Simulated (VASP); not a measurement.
# P (P6/mmm) in VASP: further runs

The runs below take P through single point, relaxation of cell and atoms, with PBE.

Everything below comes from runs of VASP 6.6.1. Logs are shortened: lines on timing, memory, paths and dates and some standing lists are left out, and cuts for length are marked.

**1. The cell of the first run**

It takes space group P6/mmm (No. 191, hexagonal). Conventional cell: a = 4.572 Å, b = 4.572 Å, c = 2.577 Å, α = 90.00°, β = 90.00°, γ = 120.00°. P (site symmetry 6/mmm) has 14 P at 2.58 to 2.94 Å within 3.4 Å. P (site symmetry -6m2) has 11 P at 2.58 to 2.94 Å within 3.4 Å.

**2. Single point, PBE (volume scaled by 1.08)**

Input file INCAR:

```
ALGO     = Normal         # electronic algorithm
EDIFF    = 1E-6           # SCF threshold, eV
ENCUT    = 520            # plane-wave cutoff, eV
GGA      = PE             # functional
ISIF     = 2              # what is computed and relaxed
ISMEAR   = -1             # smearing method
LASPH    = T              # aspherical terms in the spheres
LCHARG   = T              # write CHGCAR
LELF     = T              # ELF
LREAL    = F              # projectors in reciprocal space
LVHAR    = T            
LWAVE    = F              # write WAVECAR
NBANDS   = 14             # bands
NELM     = 60             # most SCF steps
PREC     = Accurate       # precision mode
SIGMA    = 0.1            # smearing width, eV
```

Input file KPOINTS:

```
k-points
0
Gamma
  9 9 14
```

Input file POSCAR:

```
P
1.0
    4.5716944605      0.0000000000      0.0000000000
   -2.2858472303      3.9592035411      0.0000000000
    0.0000000000      0.0000000000      2.5770790024
P
3
Direct
    0.0000000000      0.0000000000      0.0000000000
    0.3333333333      0.6666666667      0.5000000000
    0.6666666667      0.3333333333      0.5000000000
```

Potentials or basis: VASP PAW PBE potentials, release 64 (P).

Started as:

```sh
$ cat potpaw_PBE.64/P/POTCAR > POTCAR
$ mpirun -np 1 vasp_std > vasp.out
```

OUTCAR:

```text
EDIFF = 1E-6
   ENCUT = 520
   GGA = PE
   ISIF = 2
   ISMEAR = -1
   LASPH = T
   LREAL = F
   NELM = 60
   PREC = Accurate

 ion  position               nearest neighbor table
   1  0.000  0.000  0.000-   2 2.94   3 2.94   2 2.94   3 2.94   2 2.94   2 2.94   3 2.94   3 2.94
                             3 2.94   3 2.94   2 2.94   2 2.94
   2  0.333  0.667  0.500-   3 2.64   3 2.64   3 2.64   1 2.94   1 2.94   1 2.94   1 2.94   1 2.94
                             1 2.94
   3  0.667  0.333  0.500-   2 2.64   2 2.64   2 2.64   1 2.94   1 2.94   1 2.94   1 2.94   1 2.94
                             1 2.94

  LATTYP: Found a hexagonal cell.
 ALAT       =     4.5716944605
 C/A-ratio  =     0.5637032450

  Lattice vectors:

 A1 = (   4.5716944605,   0.0000000000,   0.0000000000)
 A2 = (  -2.2858472303,   3.9592035411,   0.0000000000)
 A3 = (   0.0000000000,   0.0000000000,   2.5770790024)

Analysis of symmetry for initial positions (statically):
=====================================================================
 Subroutine PRICEL returns:
 Original cell was already a primitive cell.

 Routine SETGRP: Setting up the symmetry group for a
 hexagonal supercell.

 Subroutine GETGRP returns: Found 24 space group operations
 (whereof 24 operations were pure point group operations)
 out of a pool of 24 trial point group operations.

The static configuration has the point symmetry D_6h.

Analysis of symmetry for dynamics (positions and initial velocities):
=====================================================================
 Subroutine PRICEL returns:
 Original cell was already a primitive cell.

 Routine SETGRP: Setting up the symmetry group for a
 hexagonal supercell.

 Subroutine GETGRP returns: Found 24 space group operations
 (whereof 24 operations were pure point group operations)
 out of a pool of 24 trial point group operations.

The dynamic configuration has the point symmetry D_6h.

 Subroutine INISYM returns: Found 24 space group operations
 (whereof 24 operations are pure point group operations),
 and found     1 'primitive' translations

----------------------------------------------------------------------------------------

                                     Primitive cell

  volume of cell :      46.6458

  direct lattice vectors                    reciprocal lattice vectors
     4.571694460  0.000000000  0.000000000     0.218737278  0.126288026  0.000000000
    -2.285847230  3.959203541  0.000000000     0.000000000  0.252576052  0.000000000
     0.000000000  0.000000000  2.577079002     0.000000000  0.000000000  0.388036222

  length of vectors
     4.571694460  4.571694460  2.577079002     0.252576052  0.252576052  0.388036222

  position of ions in fractional coordinates (direct lattice)
     0.000000000  0.000000000  0.000000000
     0.333333333  0.666666667  0.500000000
     0.666666667  0.333333333  0.500000000

  ion indices of the primitive-cell ions
   primitive index   ion index
                 1           1
                 2           2
                 3           3

----------------------------------------------------------------------------------------

 KPOINTS: k-points

Automatic generation of k-mesh.
 Grid dimensions read from file:
 generate k-points for:    9    9   14

 Generating k-lattice:

  Cartesian coordinates                     Fractional coordinates (reciprocal lattice)
     0.024304142  0.014032003  0.000000000     0.111111111  0.000000000  0.000000000
     0.000000000  0.028064006  0.000000000     0.000000000  0.111111111  0.000000000
     0.000000000  0.000000000  0.027716873     0.000000000  0.000000000  0.071428571

  Length of vectors
     0.028064006  0.028064006  0.027716873

  Shift w.r.t. Gamma in fractional coordinates (k-lattice)
     0.000000000  0.000000000  0.000000000

 Subroutine IBZKPT returns following result:
 ===========================================

 Found     96 irreducible k-points:

 Following reciprocal coordinates:
            Coordinates               Weight
  0.000000  0.000000  0.000000      1.000000
  0.111111  0.000000  0.000000      6.000000
  0.222222  0.000000  0.000000      6.000000
  0.333333  0.000000  0.000000      6.000000
  0.444444  0.000000  0.000000      6.000000
  0.111111  0.111111  0.000000      6.000000
[... 16 lines left out ...]
  0.333333  0.222222  0.071429     24.000000
  0.333333  0.333333  0.071429      4.000000
 [... further k-points ...]
   k-points           NKPTS =     96   k-points in BZ     NKDIM =     96   number of bands    NBANDS=     14
   number of dos      NEDOS =    301   number of ions     NIONS =      3
   total plane-waves  NPLWV =  25920
   dimension x,y,z NGX =    36 NGY =   36 NGZ =   20
   dimension x,y,z NGXF=    72 NGYF=   72 NGZF=   40
   ions per type =               3
   NGX,Y,Z   is equivalent  to a cutoff of  13.09, 13.09, 12.90 a.u.
   NGXF,Y,Z  is equivalent  to a cutoff of  26.18, 26.18, 25.80 a.u.
 SYSTEM =  unknown system
[... 78 lines left out ...]
     13      16.3290      0.00000
     14      19.7352      0.00000

 k-point     2 :       0.1111    0.0000    0.0000
  band No.  band energies     occupation
      1      -6.7347      2.00000
      2      -0.8090      2.00000
      3      -0.6243      2.00000
      4       2.6910      2.00000
      5       3.2214      2.00000
      6       4.5883      2.00000
      7       4.9314      2.00000
      8      12.4160      0.00000
      9      13.6954      0.00000
     10      14.1943      0.00000
     11      15.9447      0.00000
     12      16.1502      0.00000
     13      16.2186      0.00000
     14      19.7817      0.00000

 k-point     3 :       0.2222    0.0000    0.0000
  band No.  band energies     occupation
      1      -6.4108      2.00000
      2      -1.8874      2.00000
      3      -1.0467      2.00000
      4       2.0621      2.00000
      5       3.9460      2.00000
      6       5.8125      2.00000
      7       6.8203      2.00000
      8      12.0648      0.00000
      9      12.6739      0.00000
     10      13.3369      0.00000
     11      15.7148      0.00000
     12      16.0180      0.00000
     13      16.2225      0.00000
     14      19.5803      0.00000

 k-point     4 :       0.3333    0.0000    0.0000
  band No.  band energies     occupation
      1      -5.8745      2.00000
      2      -3.0897      2.00000
      3      -1.3820      2.00000
      4       1.6395      2.00000
      5       5.1749      2.00000
      6       7.2113      2.00000
      7       8.8837      0.54715
      8      10.2212      0.00000
      9      11.9906      0.00000
     10      13.0941      0.00000
     11      15.0575      0.00000
     12      15.8409      0.00000
     13      16.4594      0.00000
     14      18.4667      0.00000

 k-point     5 :       0.4444    0.0000    0.0000
  band No.  band energies     occupation
      1      -5.1330      2.00000
      2      -4.1927      2.00000
      3      -1.5605      2.00000
      4       1.4276      2.00000
      5       6.6790      2.00000
      6       8.3959      1.96040
      7       8.7415      1.21914
      8      10.4117      0.00000
      9      10.6723      0.00000
     10      13.6587      0.00000
     11      14.3356      0.00000
[... 276 lines left out ...]
 k-point    22 :       0.2222    0.2222    0.0714
  band No.  band energies     occupation
      1      -5.4492      2.00000
      2      -2.7429      2.00000
      3      -2.6873      2.00000
      4       3.6149      2.00000
      5       3.8259      2.00000
      6       8.8376      0.74778
      7       9.2403      0.02108
      8       9.2760      0.01480
      9      12.0490      0.00000
     10      12.5768      0.00000
     11      14.0906      0.00000
     12      14.2560      0.00000
     13      17.4253      0.00000
     14      17.7751      0.00000

 k-point    23 :       0.3333    0.2222    0.0714
  band No.  band energies     occupation
      1      -4.7142      2.00000
      2      -3.7876      2.00000
      3      -2.9117      2.00000
      4       3.5385      2.00000
      5       5.2450      2.00000
      6       6.9906      2.00000
      7      10.5091      0.00000
      8      10.8895      0.00000
      9      11.8396      0.00000
     10      12.7240      0.00000
     11      13.4581      0.00000
     12      14.0477      0.00000
     13      16.2866      0.00000
     14      17.2044      0.00000

 k-point    24 :       0.3333    0.3333    0.0714
  band No.  band energies     occupation
      1      -3.9285      2.00000
      2      -3.9285      2.00000
      3      -3.8149      2.00000
      4       4.9358      2.00000
      5       5.2924      2.00000
      6       5.2924      2.00000
      7      11.3240      0.00000
      8      11.3240      0.00000
      9      12.0369      0.00000
     10      13.2936      0.00000
     11      13.4834      0.00000
     12      13.4834      0.00000
     13      16.2782      0.00000
     14      16.3931      0.00000

 [... further k-points ...]

------------------------ aborting loop because EDIFF is reached ----------------------------------------

  FORCE on cell =-STRESS in cart. coord.  units (eV):
  Direction    XX          YY          ZZ          XY          YZ          ZX
  --------------------------------------------------------------------------------------
  -------------------------------------------------------------------------------------
  Total       -1.6792113     -1.6792113     -2.3542445      0.0000000     -0.0000000      0.0000000
  in kB      -57.6770682    -57.6770682    -80.8629144      0.0000000     -0.0000000      0.0000000
  external PRESSURE =     -65.4056836 kB  Pullay stress =       0.0000000 kB

 VOLUME and BASIS-vectors are now :
 -----------------------------------------------------------------------------
  energy-cutoff  :      520.00
  volume of cell :       46.65
      direct lattice vectors                 reciprocal lattice vectors
     4.571694460  0.000000000  0.000000000     0.218737278  0.126288026  0.000000000
    -2.285847230  3.959203541  0.000000000     0.000000000  0.252576052  0.000000000
     0.000000000  0.000000000  2.577079002     0.000000000  0.000000000  0.388036222

 POSITION                                       TOTAL-FORCE (eV/Angst)
 -----------------------------------------------------------------------------------
      0.00000      0.00000      0.00000        -0.000000      0.000000      0.000000
     -0.00000      2.63947      1.28854         0.000000     -0.000000      0.000000
      2.28585      1.31973      1.28854        -0.000000      0.000000      0.000000
 -----------------------------------------------------------------------------------
    total drift:                                0.000000     -0.000000     -0.000000

  FREE ENERGIE OF THE ION-ELECTRON SYSTEM (eV)
  ---------------------------------------------------
  free  energy   TOTEN  =       -13.9723868527 eV

  energy  without entropy=      -13.9105849463  energy(sigma->0) =      -13.94148590
```

Wall time 25 s (1 thread of AMD EPYC 9R45 (Zen 5), shared host); peak memory 0.15 GiB.

Results:

| Item | Value |
| --- | --- |
| Free energy | -13.9724 eV |
| Pressure | -6.5 GPa |

Stress tensor (GPa, compression positive):
```
-5.77  0.00  0.00
 0.00 -5.77  0.00
 0.00  0.00 -8.09
```

Caveat: the cell differs from its parent crystal (volume scaled by 1.08).

**3. Single point, PBE (volume scaled by 1.12)**

Input file INCAR:

```
SYSTEM = P
  ALGO = Normal
  EDIFF = 1E-6
  ENCUT = 520
  GGA = PE
  ISIF = 2
  ISMEAR = -1
  LASPH = .True.
  LCHARG = .False.
  LREAL = .False.
  LWAVE = .False.
  NBANDS = 14
  NELM = 60
  PREC = Accurate
  SIGMA = 0.1
```

Input file KPOINTS:

```
k-points
0
Gamma
  9 9 14
  0 0 0
```

Input file POSCAR:

```
P
1.0
    4.6274523272      0.0000000000      0.0000000000
   -2.3137261636      4.0074912701      0.0000000000
    0.0000000000      0.0000000000      2.6085098928
P
3
Direct
    0.0000000000      0.0000000000      0.0000000000
    0.3333333333      0.6666666667      0.5000000000
    0.6666666667      0.3333333333      0.5000000000
```

Potentials or basis: VASP PAW PBE potentials, release 64 (P).

Started as:

```sh
$ cat potpaw_PBE.64/P/POTCAR > POTCAR
$ mpirun -np 1 vasp_std > vasp.out
```

Run time: 28 s. Hardware: 1 thread of AMD EPYC 9R45 (Zen 5), shared host; peak memory 0.16 GiB.

The run converged. Its results:

```
Free energy : -13.8898 eV
Pressure    : -8.8 GPa
```

Stress tensor (GPa, compression positive):
```
 -7.93   0.00   0.00
  0.00  -7.93   0.00
  0.00   0.00 -10.50
```

Levels at points of the mesh, in eV from the Fermi level:
```csv
k point,band 5,band 6,band 7,band 8,band 9,band 10,band 11,band 12
"(0.00, 0.00, 0.00)",-5.15,-4.89,-4.89,3.41,5.41,5.41,7.02,7.14
"(0.00, 0.00, 0.50)",-3.48,-3.01,-2.28,-2.28,-0.49,-0.49,0.33,0.33
```

Caveat: the cell differs from its parent crystal (volume scaled by 1.12).

**4. Single point, PBE**

This run uses another cell than the first one, of 14.40 Å³/atom, 0.926 times its volume.

Input file INCAR:

```
ALGO     = Normal         # electronic algorithm
EDIFF    = 1E-6           # SCF threshold, eV
ENCUT    = 520            # plane-wave cutoff, eV
GGA      = PE             # functional
ISIF     = 2              # what is computed and relaxed
ISMEAR   = -1             # smearing method
LASPH    = True           # aspherical terms in the spheres
LCHARG   = False          # write CHGCAR
LREAL    = False          # projectors in reciprocal space
LWAVE    = False          # write WAVECAR
NBANDS   = 14             # bands
NELM     = 100            # most SCF steps
PREC     = Accurate       # precision mode
SIGMA    = 0.1            # smearing width, eV
```

Input file KPOINTS:

```
k-points
0
Gamma
  11 11 16
```

Input file POSCAR:

```
P
1.0
    4.4559052321      0.0000000000      0.0000000000
   -2.2279526161      3.8589271278      0.0000000000
    0.0000000000      0.0000000000      2.5118082386
P
3
Direct
    0.0000000000      0.0000000000      0.0000000000
    0.3333333333      0.6666666667      0.5000000000
    0.6666666667      0.3333333333      0.5000000000
```

Started as:

```sh
$ cat potpaw_PBE.64/P/POTCAR > POTCAR
$ mpirun -np 1 vasp_std > vasp.out
```

Run time: 39 s. Hardware: 1 thread of AMD EPYC 9R45 (Zen 5), shared host; peak memory 0.17 GiB.

It converged, with:

```yaml
Free_energy: -14.0635 eV
Pressure: -0.4 GPa
```

Stress tensor (GPa, compression positive):
```
-0.19  0.00  0.00
 0.00 -0.19  0.00
 0.00  0.00 -0.76
```

Levels at points of the mesh, in eV from the Fermi level:
| k point | band 4 | band 5 | band 6 | band 7 | band 8 | band 9 | band 10 | band 11 | band 12 | band 13 |
| --- | --- | --- | --- | --- | --- | --- | --- | --- | --- | --- |
| (0.00, 0.00, 0.00) | -5.84 | -5.84 | -5.58 | -5.58 | 3.88 | 6.35 | 6.35 | 7.06 | 8.34 | 8.39 |
| (0.00, 0.00, 0.50) | -3.71 | -3.59 | -3.30 | -2.55 | -2.55 | -0.64 | -0.64 | 0.04 | 0.04 | 2.87 |

**5. Relaxation of cell and atoms, PBE**

This run uses another cell than the first one, of 15.22 Å³/atom, 0.979 times its volume.

Input file INCAR:

```
SYSTEM = P
ALGO     = Normal         ! electronic algorithm
EDIFF    = 1E-6           ! SCF threshold, eV
EDIFFG   = -0.01          ! ionic threshold
ENCUT    = 600            ! plane-wave cutoff, eV
GGA      = PE             ! functional
IBRION   = 2              ! ionic algorithm
ISIF     = 3              ! what is computed and relaxed
ISMEAR   = -1             ! smearing method
LASPH    = .True.         ! aspherical terms in the spheres
LCHARG   = .False.        ! write CHGCAR
LREAL    = .False.        ! projectors in reciprocal space
LWAVE    = .False.        ! write WAVECAR
NELM     = 80             ! most SCF steps
NSW      = 80             ! ionic steps
PREC     = Accurate       ! precision mode
SIGMA    = 0.1            ! smearing width, eV
```

Input file KPOINTS:

```
k-points
0
Gamma
  8 8 12
  0 0 0
```

Input file POSCAR:

```
P
1.0
    4.4144220315      0.0000000000      0.0000000000
   -2.2072110158      3.8230016223      0.0000000000
    0.0000000000      0.0000000000      2.7060407053
P
3
Direct
    0.0000000000      0.0000000000      0.0000000000
    0.3333333333      0.6666666667      0.5000000000
    0.6666666667      0.3333333333      0.5000000000
```

Started as:

```sh
$ cat potpaw_PBE.64/P/POTCAR > POTCAR
$ mpirun -np 1 vasp_std > vasp.out
```

Run time: 88 s. Hardware: 1 thread of AMD EPYC 9R45 (Zen 5), shared host; peak memory 0.16 GiB.

The run converged. Its results:

* Free energy: -14.0841 eV
* Relaxed volume: 14.36 Å³/atom
* Relaxed cell: a = 4.451 Å, b = 4.451 Å, c = 2.512 Å, α = 90.00°, β = 90.00°, γ = 120.00°
* Space group after relaxing (to 0.05 Å): P6/mmm (No. 191)
* Energy gained by relaxing: 38.9 meV/atom
* Ionic steps: 8
* Pressure after relaxing: 0.0 GPa

Stress tensor (GPa, compression positive):
```
 0.06  0.00  0.00
 0.00  0.06  0.00
 0.00  0.00 -0.08
```

The path:
```tsv
step	energy change (eV)	largest force (eV/Å)	pressure (GPa)	volume (Å³)
1	0.0000	0.0000	-4.77	45.67
2	-0.0871	0.0000	0.64	42.72
3	-0.0899	0.0000	1.81	42.20
4	-0.1139	0.0000	1.14	42.55
5	-0.1154	0.0000	1.01	42.64
6	-0.1154	0.0000	1.00	42.65
7	-0.1166	0.0000	-0.32	43.25
8	-0.1168	0.0000	0.02	43.09
```

Final structure:
```xyz
3
Lattice="4.4508 0.0000 0.0000 -2.2254 3.8545 0.0000 0.0000 0.0000 2.5116" Properties=species:S:1:pos:R:3 pbc="T T T"
P     0.0000    0.0000    0.0000
P     0.0000    2.5697    1.2558
P     2.2254    1.2848    1.2558
```

Levels at points of the mesh, in eV from the Fermi level:
```
           k point  band 5  band 6  band 7  band 8  band 9  band 10  band 11
(0.00, 0.00, 0.00)   -5.78   -5.52   -5.52    3.93    6.45     6.45     7.11
(0.50, 0.00, 0.00)   -1.23   -0.98    0.64    1.02    2.56     5.74     5.77
(0.00, 0.00, 0.50)   -3.52   -3.22   -2.48   -2.48   -0.59    -0.59     0.10
(0.50, 0.00, 0.50)   -5.17   -4.47   -3.70   -1.63    2.12     2.76     4.01
```

**6. Overview**

```csv
task,cell,k mesh,cutoff (eV),gap on the mesh (eV),pressure (GPa)
single point,"a = 4.572, b = 4.572, c = 2.577 Å, angles 90.0, 90.0, 120.0°, 3 atoms",9 × 9 × 14,520,none,-6.5
single point,"a = 4.627, b = 4.627, c = 2.609 Å, angles 90.0, 90.0, 120.0°, 3 atoms",9 × 9 × 14,520,none,-8.8
single point,"a = 4.456, b = 4.456, c = 2.512 Å, angles 90.0, 90.0, 120.0°, 3 atoms",11 × 11 × 16,520,none,-0.4
relaxation of cell and atoms,"relaxed from a = 4.414, b = 4.414, c = 2.706 Å, angles 90.0, 90.0, 120.0°, 3 atoms",8 × 8 × 12,600,none,0.0
```

Alike in all rows: level PBE; potentials or basis VASP PAW PBE potentials, release 64 (P); no spin polarisation; smearing fermi-dirac 0.1 eV.

Total energies depend on the potentials used, so only differences within one code and one set of settings carry meaning.
